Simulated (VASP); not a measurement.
# Ti (I4/mmm) in VASP: further runs

Runs on Ti. Level: PBEsol. Tasks: single point.

All numbers are computed with VASP 6.6.1; they aren't measurements. Logs are shortened: lines on timing, memory, paths and dates and some standing lists are left out, and cuts for length are marked.

## 1. The cell of the first run

The structure is tetragonal, space group I4/mmm (No. 139). The conventional cell has a = 2.941 Å, b = 2.941 Å, c = 3.415 Å, α = 90.00°, β = 90.00°, γ = 90.00°. Within 3.5 Å of Ti (site symmetry 4/mmm) lie 14 Ti at 2.69 to 3.42 Å.

## 2. Single point, PBEsol (volume 14.773 Å^3 an atom, c/a of the conventional cell 1.1612)

Contents of INCAR:

```
PREC = Accurate
ENCUT = 520
EDIFF = 1E-7
ISMEAR = 0
SIGMA = 0.15
LREAL = False
LASPH = True
NELM = 80
ALGO = Fast
ISIF = 2
LWAVE = False
LCHARG = False
GGA = PS
NBANDS = 12
```

Contents of KPOINTS:

```
Automatic mesh
0
Gamma
  22 22 22
```

Contents of POSCAR:

```
Ti
1.0
   -1.4706203109      1.4706203109      1.7076843051
    1.4706203109     -1.4706203109      1.7076843051
    1.4706203109      1.4706203109     -1.7076843051
Ti
1
Direct
    0.0000000000      0.0000000000      0.0000000000
```

Potentials or basis: VASP PAW PBE potentials, release 64 (Ti_sv).

Started as:

```
> cat potpaw_PBE.64/Ti_sv/POTCAR > POTCAR
> mpirun -np 1 vasp_std > vasp.out
```

OUTCAR:

```text
PREC = Accurate
   ENCUT = 520
   EDIFF = 1E-7
   ISMEAR = 0
   LREAL = False
   LASPH = True
   NELM = 80
   ISIF = 2
   GGA = PS

 ion  position               nearest neighbor table
   1  0.000  0.000  0.000-

  LATTYP: Found a body centered tetragonal cell.
 ALAT       =     2.9412406218
 C/A-ratio  =     1.1612000001

  Lattice vectors:

 A1 = (  -1.4706203109,   1.4706203109,   1.7076843051)
 A2 = (   1.4706203109,  -1.4706203109,   1.7076843051)
 A3 = (   1.4706203109,   1.4706203109,  -1.7076843051)

Analysis of symmetry for initial positions (statically):
=====================================================================
 Subroutine PRICEL returns:
 Original cell was already a primitive cell.

 Routine SETGRP: Setting up the symmetry group for a
 body centered tetragonal supercell.

 Subroutine GETGRP returns: Found 16 space group operations
 (whereof 16 operations were pure point group operations)
 out of a pool of 16 trial point group operations.

The static configuration has the point symmetry D_4h.

Analysis of symmetry for dynamics (positions and initial velocities):
=====================================================================
 Subroutine PRICEL returns:
 Original cell was already a primitive cell.

 Routine SETGRP: Setting up the symmetry group for a
 body centered tetragonal supercell.

 Subroutine GETGRP returns: Found 16 space group operations
 (whereof 16 operations were pure point group operations)
 out of a pool of 16 trial point group operations.

The dynamic configuration has the point symmetry D_4h.

 Subroutine INISYM returns: Found 16 space group operations
 (whereof 16 operations are pure point group operations),
 and found     1 'primitive' translations

----------------------------------------------------------------------------------------

                                     Primitive cell

  volume of cell :      14.7730

  direct lattice vectors                    reciprocal lattice vectors
    -1.470620311  1.470620311  1.707684305     0.000000000  0.339992584  0.292794165
     1.470620311 -1.470620311  1.707684305     0.339992584  0.000000000  0.292794165
     1.470620311  1.470620311 -1.707684305     0.339992584  0.339992584  0.000000000

  length of vectors
     2.691028406  2.691028406  2.691028406     0.448690740  0.448690740  0.480822124

  position of ions in fractional coordinates (direct lattice)
     0.000000000  0.000000000  0.000000000

  ion indices of the primitive-cell ions
   primitive index   ion index
                 1           1

----------------------------------------------------------------------------------------

 KPOINTS: Automatic mesh

Automatic generation of k-mesh.
 Grid dimensions read from file:
 generate k-points for:   22   22   22

 Generating k-lattice:

  Cartesian coordinates                     Fractional coordinates (reciprocal lattice)
     0.000000000  0.015454208  0.013308826     0.045454545  0.000000000  0.000000000
     0.015454208  0.000000000  0.013308826     0.000000000  0.045454545  0.000000000
     0.015454208  0.015454208  0.000000000     0.000000000  0.000000000  0.045454545

  Length of vectors
     0.020395034  0.020395034  0.021855551

  Shift w.r.t. Gamma in fractional coordinates (k-lattice)
     0.000000000  0.000000000  0.000000000

 Subroutine IBZKPT returns following result:
 ===========================================

 Found    834 irreducible k-points:

 Following reciprocal coordinates:
            Coordinates               Weight
  0.000000  0.000000  0.000000      1.000000
  0.045455 -0.000000  0.000000      8.000000
  0.090909 -0.000000  0.000000      8.000000
  0.136364  0.000000  0.000000      8.000000
  0.181818 -0.000000  0.000000      8.000000
  0.227273  0.000000  0.000000      8.000000
[... 16 lines left out ...]
  0.500000  0.045455  0.000000     16.000000
 -0.454545  0.045455  0.000000     16.000000
 [... further k-points ...]
   k-points           NKPTS =    834   k-points in BZ     NKDIM =    834   number of bands    NBANDS=     12
   number of dos      NEDOS =    301   number of ions     NIONS =      1
   total plane-waves  NPLWV =   8000
   dimension x,y,z NGX =    20 NGY =   20 NGZ =   20
   dimension x,y,z NGXF=    40 NGYF=   40 NGZF=   40
   ions per type =               1
   NGX,Y,Z   is equivalent  to a cutoff of  12.36, 12.36, 12.36 a.u.
   NGXF,Y,Z  is equivalent  to a cutoff of  24.71, 24.71, 24.71 a.u.
 SYSTEM =  unknown system
   PREC   = accura    normal or accurate (medium, high low for compatibility)
   ISTART =      0    job   : 0-new  1-cont  2-samecut
   ICHARG =      2    charge: 1-file 2-atom 10-const
   ISPIN  =      1    spin polarized calculation?
   LNONCOLLINEAR =      F non collinear calculations
   LSORBIT =      F    spin-orbit coupling
   LASPH  =      T    aspherical Exc in radial PAW
   ENCUT  =  520.0 eV  38.22 Ry    6.18 a.u.   5.00  5.00  5.00*2*pi/ulx,y,z
   NELM   =     80;   NELMIN=  2; NELMDL= -5     # of ELM steps
   EDIFF  = 0.1E-06   stopping-criterion for ELM
   LREAL  =      F    real-space projection
   EDIFFG = 0.1E-05   stopping-criterion for IOM
   NSW    =      0    number of steps for IOM
   IBRION =     -1    ionic relax: 0-MD 1-quasi-New 2-CG
   NFREE  =      0    steps in history (QN), initial steepest desc. (CG)
   ISIF   =      2    stress and relaxation
   ISYM   =      2    0-nonsym 1-usesym 2-fastsym
   POTIM  = 0.5000    time-step for ionic-motion
   TEBEG  =    0.0;   TEEND  =   0.0 temperature during run
   PSTRESS=    0.0 pullay stress
   NELECT =      12.0000    total number of electrons
   NUPDOWN=      -1.0000    fix difference up-down
   EMIN   =  10.00;   EMAX   =-10.00  energy-range for DOS
   EFERMI =   0.00;   METHOD = LEGACY
   ISMEAR =     0;   SIGMA  =   0.15  broadening in eV -4-tet -1-fermi 0-gaus
   EFERMI_NEDOS =   21; number of points for ismear=-14 and -15
   IALGO  =     68    algorithm
   IMIX   =      4    mixing-type and parameters
     AMIX     =   0.40;   BMIX     =  1.00
     AMIX_MAG =   1.60;   BMIX_MAG =  1.00
  volume/ion in A,a.u.               =      14.77        99.69
  Fermi-wavevector in a.u.,A,eV,Ry     =   1.527492  2.886542 31.745556  2.333233
  Thomas-Fermi vector in A             =   2.635381
   LORBIT       =      0    0 simple, 1 ext, 2 COOP (PROOUT), +10 PAW based schemes
   GGA     = PS    functional components
   LHFCALC =     F    Hartree Fock is set to
   AEXX    =    0.0000 exact exchange contribution
   IVDW    =     0    specifies the selected vdW correction
   LEPSILON=     F    determine dielectric tensor
   LRPA    =     F    only Hartree local field effects (RPA)
 non-spin polarized calculation
 RMM-DIIS sequential band-by-band and
 Gauss-broadening in eV      SIGMA  =   0.15
  energy-cutoff  :      520.00
  volume of cell :       14.77
 maximum number of plane-waves:       418
   NGX = 11   NGY = 11   NGZ = 11

 number of electron      11.9999996 magnetization

 Free energy of the ion-electron system (eV)
  ---------------------------------------------------
  ext. energy  EPLUGINS =         0.00000000
  ---------------------------------------------------
  free energy    TOTEN  =        -8.17835443 eV

  energy without entropy =       -8.15654390  energy(sigma->0) =       -8.16744916

 E-fermi :   9.8187     XC(G=0): -12.4285

 val. band max:        9.8182412874   @ k =  -0.4091   0.1818   0.0909
 cond. band min:       9.8200434476   @ k =  -0.3636   0.0909  -0.0000
 fundamental gap:      0.0018021601
 Fermi energy:         9.8187025419

 k-point     1 :       0.0000    0.0000    0.0000
  band No.  band energies     occupation
      1     -46.2954      2.00000
      2     -21.9975      2.00000
      3     -21.9975      2.00000
      4     -21.9899      2.00000
      5       3.4874      2.00000
      6      10.5972      0.00000
      7      10.5972      0.00000
      8      11.7407      0.00000
      9      12.1336      0.00000
     10      13.4470      0.00000
     11      26.7970      0.00000
     12      29.4641      0.00000

 k-point     2 :       0.0455   -0.0000    0.0000
  band No.  band energies     occupation
      1     -46.2906      2.00000
      2     -22.0192      2.00000
      3     -22.0033      2.00000
      4     -21.9931      2.00000
      5       3.5677      2.00000
      6      10.5884      0.00000
      7      10.6207      0.00000
      8      11.7393      0.00000
      9      12.1109      0.00000
     10      13.4203      0.00000
     11      26.8634      0.00000
     12      29.3270      0.00000

 k-point     3 :       0.0909   -0.0000    0.0000
  band No.  band energies     occupation
      1     -46.2764      2.00000
      2     -22.0901      2.00000
      3     -22.0199      2.00000
      4     -21.9947      2.00000
      5       3.8039      2.00000
      6      10.5505      0.00000
      7      10.6683      0.00000
      8      11.7604      0.00000
      9      12.0599      0.00000
     10      13.3505      0.00000
     11      27.0194      0.00000
     12      28.8561      0.00000

 k-point     4 :       0.1364    0.0000    0.0000
  band No.  band energies     occupation
      1     -46.2539      2.00000
      2     -22.2012      2.00000
      3     -22.0460      2.00000
      4     -21.9965      2.00000
      5       4.1812      2.00000
      6      10.4585      0.00000
      7      10.6782      0.00000
      8      11.8712      0.00000
      9      12.0222      0.00000
     10      13.2632      0.00000
     11      27.1012      0.00000
     12      28.1397      0.00000

 k-point     5 :       0.1818   -0.0000    0.0000
  band No.  band energies     occupation
      1     -46.2250      2.00000
      2     -22.3423      2.00000
      3     -22.0795      2.00000
      4     -21.9989      2.00000
      5       4.6732      2.00000
      6      10.3055      0.00000
      7      10.6023      0.00000
      8      12.0299      0.00000
      9      12.1254      0.00000
     10      13.1899      0.00000
     11      26.6270      0.00000
     12      27.5952      0.00000
[... 228 lines left out ...]
      1     -46.0610      2.00000
      2     -23.0793      2.00000
      3     -22.2706      2.00000
      4     -22.0177      2.00000
      5       6.9117      2.00000
      6       9.7793      1.28980
      7      10.7417      0.00000
      8      12.0614      0.00000
      9      13.6401      0.00000
     10      14.6501      0.00000
     11      20.7090      0.00000
     12      25.0637      0.00000

 k-point    22 :       0.4545    0.0455    0.0000
  band No.  band energies     occupation
      1     -46.0504      2.00000
      2     -23.1248      2.00000
      3     -22.2812      2.00000
      4     -22.0204      2.00000
      5       6.9497      2.00000
      6       9.7223      1.63666
      7      11.0257      0.00000
      8      12.0308      0.00000
      9      13.7533      0.00000
     10      14.8362      0.00000
     11      20.1935      0.00000
     12      24.8727      0.00000

 k-point    23 :       0.5000    0.0455    0.0000
  band No.  band energies     occupation
      1     -46.0497      2.00000
      2     -23.1275      2.00000
      3     -22.2805      2.00000
      4     -22.0224      2.00000
      5       6.9528      2.00000
      6       9.7156      1.66879
      7      11.0280      0.00000
      8      12.0504      0.00000
      9      13.7860      0.00000
     10      14.8236      0.00000
     11      20.1532      0.00000
     12      24.8632      0.00000

 k-point    24 :      -0.4545    0.0455    0.0000
  band No.  band energies     occupation
      1     -46.0590      2.00000
      2     -23.0875      2.00000
      3     -22.2687      2.00000
      4     -22.0235      2.00000
      5       6.9231      2.00000
      6       9.7603      1.41811
      7      10.7691      0.00000
      8      12.0745      0.00000
      9      13.7455      0.00000
     10      14.6136      0.00000
     11      20.6010      0.00000
     12      25.0373      0.00000

 [... further k-points ...]
[... 5 lines left out ...]
  --------------------------------------------------------------------------------------
  -------------------------------------------------------------------------------------
  Total        1.3923012      1.3923012      1.5369043      0.0000000      0.0000000      0.0000000
  in kB      150.9993518    150.9993518    166.6820012      0.0000000      0.0000000      0.0000000
  external PRESSURE =     156.2269016 kB  Pullay stress =       0.0000000 kB

 VOLUME and BASIS-vectors are now :
 -----------------------------------------------------------------------------
  energy-cutoff  :      520.00
  volume of cell :       14.77
      direct lattice vectors                 reciprocal lattice vectors
    -1.470620311  1.470620311  1.707684305     0.000000000  0.339992584  0.292794165
     1.470620311 -1.470620311  1.707684305     0.339992584  0.000000000  0.292794165
     1.470620311  1.470620311 -1.707684305     0.339992584  0.339992584  0.000000000

 POSITION                                       TOTAL-FORCE (eV/Angst)
 -----------------------------------------------------------------------------------
      0.00000      0.00000      0.00000        -0.000000     -0.000000     -0.000000
 -----------------------------------------------------------------------------------
    total drift:                               -0.000000      0.000000      0.000000

  FREE ENERGIE OF THE ION-ELECTRON SYSTEM (eV)
  ---------------------------------------------------
  free  energy   TOTEN  =        -8.1783544287 eV

  energy  without entropy=       -8.1565438972  energy(sigma->0) =       -8.16744916
```

Run time: 2.4 min. Hardware: 1 thread of Intel Xeon Platinum 8559C (Emerald Rapids), shared host; peak memory 0.25 GiB.

What came out:

```
Free energy            : -8.1784 eV
Pressure               : 15.6 GPa
Band gap on the k mesh : zero (band 6 reaches 10.89 eV, above the bottom of band 7 at 9.10 eV)
```

Stress tensor (GPa, compression positive):
```
15.10  0.00  0.00
 0.00 15.10  0.00
 0.00  0.00 16.67
```

Caveat: the PAW data sets were made with another functional, which shifts forces and pressure a little.

## 3. Single point, PBEsol (volume 14.773 Å^3 an atom, c/a of the conventional cell 1.3484)

Contents of INCAR:

```
PREC = Accurate
ENCUT = 520
EDIFF = 1E-6
ISMEAR = 0
SIGMA = 0.15
LREAL = F
LASPH = T
NELM = 60
ALGO = Fast
ISIF = 2
LWAVE = F
LCHARG = T
GGA = PS
LELF = T
LVHAR = T
NBANDS = 12
```

KPOINTS is that of step 2.

Contents of POSCAR:

```
Ti
1.0
   -1.3991469203      1.3991469203      1.8866097074
    1.3991469203     -1.3991469203      1.8866097074
    1.3991469203      1.3991469203     -1.8866097074
Ti
1
Direct
    0.0000000000      0.0000000000      0.0000000000
```

Potentials or basis: VASP PAW PBE potentials, release 64 (Ti_sv).

Started as:

```
> cat potpaw_PBE.64/Ti_sv/POTCAR > POTCAR
> mpirun -np 1 vasp_std > vasp.out
```

It took 1.8 min on 1 thread of Intel Xeon Platinum 8559C (Emerald Rapids), shared host; peak memory 0.25 GiB.

Results (log left out):

* Free energy: -8.2006 eV
* Pressure: 16.5 GPa
* Band gap on the k mesh: zero (band 6 reaches 10.80 eV, above the bottom of band 7 at 9.25 eV)

Stress tensor (GPa, compression positive):
```
15.96  0.00  0.00
 0.00 15.96  0.00
 0.00  0.00 17.55
```

Levels at points of the mesh, in eV from the Fermi level:
| k point | band 4 | band 5 | band 6 | band 7 | band 8 | band 9 |
| --- | --- | --- | --- | --- | --- | --- |
| (0.00, 0.00, 0.00) | -31.93 | -6.43 | 0.83 | 0.83 | 1.26 | 2.71 |
| (0.50, 0.00, 0.00) | -32.04 | -2.99 | 0.54 | 1.06 | 1.16 | 4.23 |
| (0.50, 0.50, 0.00) | -32.25 | -3.20 | -2.15 | 3.39 | 4.32 | 4.53 |
| (0.50, 0.50, 0.50) | -32.38 | -3.21 | -2.31 | 4.32 | 4.40 | 4.72 |

Caveat: the PAW data sets were made with another functional, which shifts forces and pressure a little.
